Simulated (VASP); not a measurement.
# TiO2 (P4_2/mnm) in VASP: a series of runs, part 2 of 2

VASP 6.6.1. Earlier steps stand in the parts before.

## Step 3: Single point, LDA (equal xx and yy strain of +2 %)

File INCAR:

```
SYSTEM = TiO2
PREC     = Accurate       ! precision mode
ENCUT    = 520            ! plane-wave cutoff, eV
EDIFF    = 1E-6           ! SCF threshold, eV
ISMEAR   = -1             ! smearing method
SIGMA    = 0.05           ! smearing width, eV
LREAL    = .False.        ! projectors in reciprocal space
LASPH    = .True.         ! aspherical terms in the spheres
NELM     = 80             ! most SCF steps
ALGO     = Normal         ! electronic algorithm
ISIF     = 2              ! what is computed and relaxed
LWAVE    = .False.        ! write WAVECAR
LCHARG   = .False.        ! write CHGCAR
GGA      = CA             ! functional
NBANDS   = 33             ! bands
```

File KPOINTS:

```
Automatic mesh
0
Gamma
  7 7 10
  0 0 0
```

File POSCAR:

```
TiO2
1.0
    4.6858800000      0.0000000000      0.0000000000
    0.0000000000      4.6858800000      0.0000000000
    0.0000000000      0.0000000000      2.9590000000
Ti O
2 4
Direct
    0.0000000000      0.0000000000      0.0000000000
    0.5000000000      0.5000000000      0.5000000000
    0.3060000000      0.3060000000      0.0000000000
    0.1940000000      0.8060000000      0.5000000000
    0.6940000000      0.6940000000      0.0000000000
    0.8060000000      0.1940000000      0.5000000000
```

Potentials or basis: VASP PAW LDA potentials, release 64 (Ti_sv, O).

Command:

```
$ cat potpaw_LDA.64/Ti_sv/POTCAR potpaw_LDA.64/O/POTCAR > POTCAR
$ mpirun -np 1 vasp_std > vasp.out
```

OUTCAR:

```text
SYSTEM = TiO2
   PREC = Accurate
   ENCUT = 520
   EDIFF = 1E-6
   ISMEAR = -1
   LREAL = .False.
   LASPH = .True.
   NELM = 80
   ISIF = 2
   GGA = CA

 ion  position               nearest neighbor table
   1  0.000  0.000  0.000-   4 1.96   6 1.96   4 1.96   6 1.96   5 2.03   3 2.03
   2  0.500  0.500  0.500-   3 1.96   5 1.96   3 1.96   5 1.96   4 2.03   6 2.03
   3  0.306  0.306  0.000-   2 1.96   2 1.96   1 2.03
   4  0.194  0.806  0.500-   1 1.96   1 1.96   2 2.03
   5  0.694  0.694  0.000-   2 1.96   2 1.96   1 2.03
   6  0.806  0.194  0.500-   1 1.96   1 1.96   2 2.03

  LATTYP: Found a simple tetragonal cell.
 ALAT       =     4.6858800000
 C/A-ratio  =     0.6314715699

  Lattice vectors:

 A1 = (   4.6858800000,   0.0000000000,   0.0000000000)
 A2 = (   0.0000000000,   4.6858800000,   0.0000000000)
 A3 = (   0.0000000000,   0.0000000000,   2.9590000000)

Analysis of symmetry for initial positions (statically):
=====================================================================
 Subroutine PRICEL returns:
 Original cell was already a primitive cell.

 Routine SETGRP: Setting up the symmetry group for a
 simple tetragonal supercell.

 Subroutine GETGRP returns: Found 16 space group operations
 (whereof  8 operations were pure point group operations)
 out of a pool of 16 trial point group operations.

The static configuration has the point symmetry D_2h.
 The point group associated with its full space group is D_4h.

Analysis of symmetry for dynamics (positions and initial velocities):
=====================================================================
 Subroutine PRICEL returns:
 Original cell was already a primitive cell.

 Routine SETGRP: Setting up the symmetry group for a
 simple tetragonal supercell.

 Subroutine GETGRP returns: Found 16 space group operations
 (whereof  8 operations were pure point group operations)
 out of a pool of 16 trial point group operations.

The dynamic configuration has the point symmetry D_2h.
 The point group associated with its full space group is D_4h.

 Subroutine INISYM returns: Found 16 space group operations
 (whereof  8 operations are pure point group operations),
 and found     1 'primitive' translations

----------------------------------------------------------------------------------------

                                     Primitive cell

  volume of cell :      64.9722

  direct lattice vectors                    reciprocal lattice vectors
     4.685880000  0.000000000  0.000000000     0.213407087  0.000000000  0.000000000
     0.000000000  4.685880000  0.000000000     0.000000000  0.213407087  0.000000000
     0.000000000  0.000000000  2.959000000     0.000000000  0.000000000  0.337952011

  length of vectors
     4.685880000  4.685880000  2.959000000     0.213407087  0.213407087  0.337952011

  position of ions in fractional coordinates (direct lattice)
     0.000000000  0.000000000  0.000000000
     0.500000000  0.500000000  0.500000000
     0.306000000  0.306000000  0.000000000
     0.194000000  0.806000000  0.500000000
     0.694000000  0.694000000  0.000000000
     0.806000000  0.194000000  0.500000000

  ion indices of the primitive-cell ions
   primitive index   ion index
                 1           1
[... 34 lines left out ...]
  0.000000  0.000000  0.000000      1.000000
  0.142857  0.000000  0.000000      4.000000
  0.285714  0.000000  0.000000      4.000000
  0.428571  0.000000  0.000000      4.000000
  0.142857  0.142857  0.000000      4.000000
  0.285714  0.142857  0.000000      8.000000
[... 16 lines left out ...]
  0.285714  0.000000  0.200000      8.000000
  0.428571  0.000000  0.200000      8.000000
 [... further k-points ...]
   k-points           NKPTS =     60   k-points in BZ     NKDIM =     60   number of bands    NBANDS=     33
   number of dos      NEDOS =    301   number of ions     NIONS =      6
   total plane-waves  NPLWV =  31104
   dimension x,y,z NGX =    36 NGY =   36 NGZ =   24
   dimension x,y,z NGXF=    72 NGYF=   72 NGZF=   48
   ions per type =               2   4
   NGX,Y,Z   is equivalent  to a cutoff of  12.77, 12.77, 13.48 a.u.
   NGXF,Y,Z  is equivalent  to a cutoff of  25.54, 25.54, 26.97 a.u.
 SYSTEM =  TiO2
   PREC   = accura    normal or accurate (medium, high low for compatibility)
   ISTART =      0    job   : 0-new  1-cont  2-samecut
   ICHARG =      2    charge: 1-file 2-atom 10-const
   ISPIN  =      1    spin polarized calculation?
   LNONCOLLINEAR =      F non collinear calculations
   LSORBIT =      F    spin-orbit coupling
   LASPH  =      T    aspherical Exc in radial PAW
   ENCUT  =  520.0 eV  38.22 Ry    6.18 a.u.   8.71  8.71  5.50*2*pi/ulx,y,z
   NELM   =     80;   NELMIN=  2; NELMDL= -5     # of ELM steps
   EDIFF  = 0.1E-05   stopping-criterion for ELM
   LREAL  =      F    real-space projection
   EDIFFG = 0.1E-04   stopping-criterion for IOM
   NSW    =      0    number of steps for IOM
   IBRION =     -1    ionic relax: 0-MD 1-quasi-New 2-CG
   NFREE  =      0    steps in history (QN), initial steepest desc. (CG)
   ISIF   =      2    stress and relaxation
   ISYM   =      2    0-nonsym 1-usesym 2-fastsym
   POTIM  = 0.5000    time-step for ionic-motion
   TEBEG  =    0.0;   TEEND  =   0.0 temperature during run
   PSTRESS=    0.0 pullay stress
   NELECT =      48.0000    total number of electrons
   NUPDOWN=      -1.0000    fix difference up-down
   EMIN   =  10.00;   EMAX   =-10.00  energy-range for DOS
   EFERMI =   0.00;   METHOD = LEGACY
   ISMEAR =    -1;   SIGMA  =   0.05  broadening in eV -4-tet -1-fermi 0-gaus
   EFERMI_NEDOS =   21; number of points for ismear=-14 and -15
   IALGO  =     38    algorithm
   IMIX   =      4    mixing-type and parameters
     AMIX     =   0.40;   BMIX     =  1.00
     AMIX_MAG =   1.60;   BMIX_MAG =  1.00
  volume/ion in A,a.u.               =      10.83        73.08
  Fermi-wavevector in a.u.,A,eV,Ry     =   1.479947  2.796694 29.800065  2.190243
  Thomas-Fermi vector in A             =   2.594042
   LORBIT       =      0    0 simple, 1 ext, 2 COOP (PROOUT), +10 PAW based schemes
   GGA     = CA    functional components
   LHFCALC =     F    Hartree Fock is set to
   AEXX    =    0.0000 exact exchange contribution
   IVDW    =     0    specifies the selected vdW correction
   LEPSILON=     F    determine dielectric tensor
   LRPA    =     F    only Hartree local field effects (RPA)
 non-spin polarized calculation
  energy-cutoff  :      520.00
  volume of cell :       64.97
 maximum number of plane-waves:      1795
 NGX is ok and might be reduce to    36
   NGX = 17   NGY = 17   NGZ = 11

 number of electron      48.0000005 magnetization

 Free energy of the ion-electron system (eV)
  ---------------------------------------------------
  ext. energy  EPLUGINS =         0.00000000
  ---------------------------------------------------
  free energy    TOTEN  =       -58.58108474 eV

  energy without entropy =      -58.58108474  energy(sigma->0) =      -58.58108474

 E-fermi :   4.9175     XC(G=0): -11.7744

 val. band max:        4.0466095106   @ k =   0.0000   0.0000   0.0000
 cond. band min:       5.8219083277   @ k =   0.0000   0.0000   0.0000
 fundamental gap:      1.7752988171
 Fermi energy:         4.9174943420

 k-point     1 :       0.0000    0.0000    0.0000
  band No.  band energies     occupation
      1     -52.1549      2.00000
      2     -52.1406      2.00000
      3     -28.8295      2.00000
      4     -28.8295      2.00000
      5     -28.6836      2.00000
      6     -28.6836      2.00000
[... 853 lines left out ...]
     32       9.2628      0.00000
     33      10.1688      0.00000

 [... further k-points ...]

------------------------ aborting loop because EDIFF is reached ----------------------------------------

  FORCE on cell =-STRESS in cart. coord.  units (eV):
  Direction    XX          YY          ZZ          XY          YZ          ZX
  --------------------------------------------------------------------------------------
  -------------------------------------------------------------------------------------
  Total       -5.7733666     -5.7733666     -5.8658904     -0.0000000      0.0000000      0.0000000
  in kB     -142.3680150   -142.3680150   -144.6496006     -0.0000000      0.0000000      0.0000000
  external PRESSURE =    -143.1285435 kB  Pullay stress =       0.0000000 kB

 VOLUME and BASIS-vectors are now :
 -----------------------------------------------------------------------------
  energy-cutoff  :      520.00
  volume of cell :       64.97
      direct lattice vectors                 reciprocal lattice vectors
     4.685880000  0.000000000  0.000000000     0.213407087  0.000000000  0.000000000
     0.000000000  4.685880000  0.000000000     0.000000000  0.213407087  0.000000000
     0.000000000  0.000000000  2.959000000     0.000000000  0.000000000  0.337952011

 POSITION                                       TOTAL-FORCE (eV/Angst)
 -----------------------------------------------------------------------------------
      0.00000      0.00000      0.00000         0.000000     -0.000000      0.000000
      2.34294      2.34294      1.47950         0.000000     -0.000000      0.000000
      1.43388      1.43388      0.00000         0.070867      0.070867      0.000000
      0.90906      3.77682      1.47950        -0.070867      0.070867      0.000000
      3.25200      3.25200      0.00000        -0.070867     -0.070867      0.000000
      3.77682      0.90906      1.47950         0.070867     -0.070867      0.000000
 -----------------------------------------------------------------------------------
    total drift:                               -0.000000      0.000000      0.000000

  FREE ENERGIE OF THE ION-ELECTRON SYSTEM (eV)
  ---------------------------------------------------
  free  energy   TOTEN  =       -58.5810847429 eV

  energy  without entropy=      -58.5810847416  energy(sigma->0) =      -58.58108474
```

Run time: 78 s. Hardware: 1 thread of AMD EPYC 9R45 (Zen 5), shared host; peak memory 0.19 GiB.

Results:

- Free energy: -58.5811 eV
- Pressure: -14.3 GPa
- Largest force: 0.100 eV/Å
- Band gap on the k mesh: 1.78 eV

Forces on the atoms (eV/Å):
```
Ti   0.000  0.000  0.000
Ti   0.000  0.000  0.000
O    0.071  0.071  0.000
O   -0.071  0.071  0.000
O   -0.071 -0.071  0.000
O    0.071 -0.071  0.000
```

Stress tensor (GPa, compression positive):
```
-14.24   0.00   0.00
  0.00 -14.24   0.00
  0.00   0.00 -14.46
```

Caveat: the cell differs from its parent crystal (equal xx and yy strain of +2 %); the cell stands under tension; an odd mesh through Γ misses points on the zone boundary, where band edges can lie.

## Step 4: Single point, LDA (zz strain of -3 %)

File INCAR:

```
ALGO     = Normal         # electronic algorithm
EDIFF    = 1E-6           # SCF threshold, eV
ENCUT    = 520            # plane-wave cutoff, eV
ISIF     = 2              # what is computed and relaxed
ISMEAR   = -1             # smearing method
LASPH    = True           # aspherical terms in the spheres
LCHARG   = True           # write CHGCAR
LELF     = True           # ELF
LREAL    = False          # projectors in reciprocal space
LVHAR    = True         
LWAVE    = False          # write WAVECAR
NBANDS   = 33             # bands
NELM     = 80             # most SCF steps
PREC     = Accurate       # precision mode
SIGMA    = 0.05           # smearing width, eV
```

File KPOINTS:

```
k-points
0
Gamma
  7 7 10
```

Changes to POSCAR since step 3:

```diff
@@ -2,5 +2,5 @@
 1.0
-    4.6858800000      0.0000000000      0.0000000000
-    0.0000000000      4.6858800000      0.0000000000
-    0.0000000000      0.0000000000      2.9590000000
+    4.5940000000      0.0000000000      0.0000000000
+    0.0000000000      4.5940000000      0.0000000000
+    0.0000000000      0.0000000000      2.8702300000
 Ti O
```

Command:

```
$ cat potpaw_LDA.64/Ti_sv/POTCAR potpaw_LDA.64/O/POTCAR > POTCAR
$ mpirun -np 1 vasp_std > vasp.out
```

Run time: 2.4 min. Hardware: 1 thread of Intel Xeon 8259CL, shared host; peak memory 0.22 GiB.

The run converged. Its results:

```
Free energy            : -58.7399 eV
Pressure               : 2.5 GPa
Largest force          : 0.369 eV/Å
Band gap on the k mesh : 1.97 eV
```

Forces on the atoms (eV/Å):
```
Ti   0.000  0.000  0.000
Ti   0.000  0.000  0.000
O   -0.261 -0.261  0.000
O    0.261 -0.261  0.000
O    0.261  0.261  0.000
O   -0.261  0.261  0.000
```

Stress tensor (GPa, compression positive):
```
-0.40  0.00  0.00
 0.00 -0.40  0.00
 0.00  0.00  8.27
```

Levels at points of the mesh, in eV from the valence-band top:
```
           k point  band 22  band 23  band 24  band 25  band 26  band 27
(0.00, 0.00, 0.00)    -0.39    -0.39     0.00     1.97     2.27     2.70
(0.00, 0.00, 0.50)    -2.33    -1.41    -1.41     3.11     3.11     3.62
```

Caveat: the cell differs from its parent crystal (zz strain of -3 %); an odd mesh through Γ misses points on the zone boundary, where band edges can lie.

## Step 5: Single point, LDA (zz strain of -1 %)

File INCAR:

```
SYSTEM = TiO2
ALGO     = Normal         ! electronic algorithm
EDIFF    = 1E-6           ! SCF threshold, eV
ENCUT    = 520            ! plane-wave cutoff, eV
GGA      = CA             ! functional
ISIF     = 2              ! what is computed and relaxed
ISMEAR   = -1             ! smearing method
LASPH    = .TRUE.         ! aspherical terms in the spheres
LCHARG   = .FALSE.        ! write CHGCAR
LREAL    = .FALSE.        ! projectors in reciprocal space
LWAVE    = .FALSE.        ! write WAVECAR
NBANDS   = 33             ! bands
NELM     = 80             ! most SCF steps
PREC     = Accurate       ! precision mode
SIGMA    = 0.05           ! smearing width, eV
```

File KPOINTS:

```
k-points
0
G
  7 7 10
  0 0 0
```

Changes to POSCAR since step 4:

```diff
@@ -4,3 +4,3 @@
     0.0000000000      4.5940000000      0.0000000000
-    0.0000000000      0.0000000000      2.8702300000
+    0.0000000000      0.0000000000      2.9294100000
 Ti O
```

Potentials or basis: VASP PAW LDA potentials, release 64 (Ti_sv, O).

Command:

```
$ cat potpaw_LDA.64/Ti_sv/POTCAR potpaw_LDA.64/O/POTCAR > POTCAR
$ mpirun -np 1 vasp_std > vasp.out
```

OUTCAR:

```text
SYSTEM = TiO2
   EDIFF = 1E-6
   ENCUT = 520
   GGA = CA
   ISIF = 2
   ISMEAR = -1
   LASPH = .TRUE.
   LREAL = .FALSE.
   NELM = 80
   PREC = Accurate

 ion  position               nearest neighbor table
   1  0.000  0.000  0.000-   4 1.93   6 1.93   4 1.93   6 1.93   5 1.99   3 1.99
   2  0.500  0.500  0.500-   3 1.93   5 1.93   3 1.93   5 1.93   4 1.99   6 1.99
   3  0.306  0.306  0.000-   2 1.93   2 1.93   1 1.99
   4  0.194  0.806  0.500-   1 1.93   1 1.93   2 1.99
   5  0.694  0.694  0.000-   2 1.93   2 1.93   1 1.99
   6  0.806  0.194  0.500-   1 1.93   1 1.93   2 1.99

  LATTYP: Found a simple tetragonal cell.
 ALAT       =     4.5940000000
 C/A-ratio  =     0.6376599913

  Lattice vectors:

 A1 = (   4.5940000000,   0.0000000000,   0.0000000000)
 A2 = (   0.0000000000,   4.5940000000,   0.0000000000)
 A3 = (   0.0000000000,   0.0000000000,   2.9294100000)

Analysis of symmetry for initial positions (statically):
=====================================================================
 Subroutine PRICEL returns:
 Original cell was already a primitive cell.

 Routine SETGRP: Setting up the symmetry group for a
[... 182 lines left out ...]
 fundamental gap:      1.8712057612
 Fermi energy:         5.5074292082

 k-point     1 :       0.0000    0.0000    0.0000
  band No.  band energies     occupation
      1     -51.4807      2.00000
      2     -51.4615      2.00000
      3     -28.2035      2.00000
      4     -28.2035      2.00000
      5     -28.0224      2.00000
      6     -28.0224      2.00000
[... 853 lines left out ...]
     32      10.1656      0.00000
     33      11.0806      0.00000

 [... further k-points ...]

------------------------ aborting loop because EDIFF is reached ----------------------------------------

  FORCE on cell =-STRESS in cart. coord.  units (eV):
  Direction    XX          YY          ZZ          XY          YZ          ZX
  --------------------------------------------------------------------------------------
  -------------------------------------------------------------------------------------
  Total       -1.5976599     -1.5976599     -1.3196163     -0.0000000      0.0000000      0.0000000
  in kB      -41.4030921    -41.4030921    -34.1976392     -0.0000000      0.0000000      0.0000000
  external PRESSURE =     -39.0012745 kB  Pullay stress =       0.0000000 kB

 VOLUME and BASIS-vectors are now :
 -----------------------------------------------------------------------------
  energy-cutoff  :      520.00
  volume of cell :       61.82
      direct lattice vectors                 reciprocal lattice vectors
     4.594000000  0.000000000  0.000000000     0.217675229  0.000000000  0.000000000
     0.000000000  4.594000000  0.000000000     0.000000000  0.217675229  0.000000000
     0.000000000  0.000000000  2.929410000     0.000000000  0.000000000  0.341365667

 POSITION                                       TOTAL-FORCE (eV/Angst)
 -----------------------------------------------------------------------------------
      0.00000      0.00000      0.00000         0.000000      0.000000      0.000000
      2.29700      2.29700      1.46470         0.000000      0.000000      0.000000
      1.40576      1.40576      0.00000        -0.139931     -0.139931      0.000000
      0.89124      3.70276      1.46470         0.139931     -0.139931      0.000000
      3.18824      3.18824      0.00000         0.139931      0.139931      0.000000
      3.70276      0.89124      1.46470        -0.139931      0.139931      0.000000
 -----------------------------------------------------------------------------------
    total drift:                               -0.000000      0.000000      0.000000

  FREE ENERGIE OF THE ION-ELECTRON SYSTEM (eV)
  ---------------------------------------------------
  free  energy   TOTEN  =       -58.7599135682 eV

  energy  without entropy=      -58.7599135677  energy(sigma->0) =      -58.75991357
```

Run time: 3.1 min. Hardware: 1 thread of Intel Xeon 8259CL, shared host; peak memory 0.22 GiB.

Results:

- Free energy: -58.7599 eV
- Pressure: -3.9 GPa
- Largest force: 0.198 eV/Å
- Band gap on the k mesh: 1.87 eV

Forces in eV/Å, atoms in the order of the input:
```
Ti   0.000  0.000  0.000
Ti   0.000  0.000  0.000
O   -0.140 -0.140  0.000
O    0.140 -0.140  0.000
O    0.140  0.140  0.000
O   -0.140  0.140  0.000
```

Stress tensor (GPa, compression positive):
```
-4.14  0.00  0.00
 0.00 -4.14  0.00
 0.00  0.00 -3.42
```

Caveat: the cell differs from its parent crystal (zz strain of -1 %); the cell stands under tension; an odd mesh through Γ misses points on the zone boundary, where band edges can lie.

## Step 6: Overview

```tsv
cell	gap on the mesh (eV)	pressure (GPa)	largest force (eV/Å)
a = 4.594, b = 4.594, c = 3.048 Å, 6 atoms	1.69	-14.3	0.01
a = 4.686, b = 4.686, c = 2.959 Å, 6 atoms	1.78	-14.3	0.10
a = 4.594, b = 4.594, c = 2.870 Å, 6 atoms	1.97	2.5	0.37
a = 4.594, b = 4.594, c = 2.929 Å, 6 atoms	1.87	-3.9	0.20
```

Alike in all rows: task single point; level LDA; potentials or basis VASP PAW LDA potentials, release 64 (Ti_sv, O); no spin polarisation; k mesh 7 × 7 × 10; cutoff (eV) 520; smearing fermi-dirac 0.05 eV.

Caveats: an odd mesh through Γ misses points on the zone boundary, where band edges can lie; the cell stands under tension (at least some runs).

Total energies depend on the potentials used, so only differences within one code and one set of settings carry meaning.
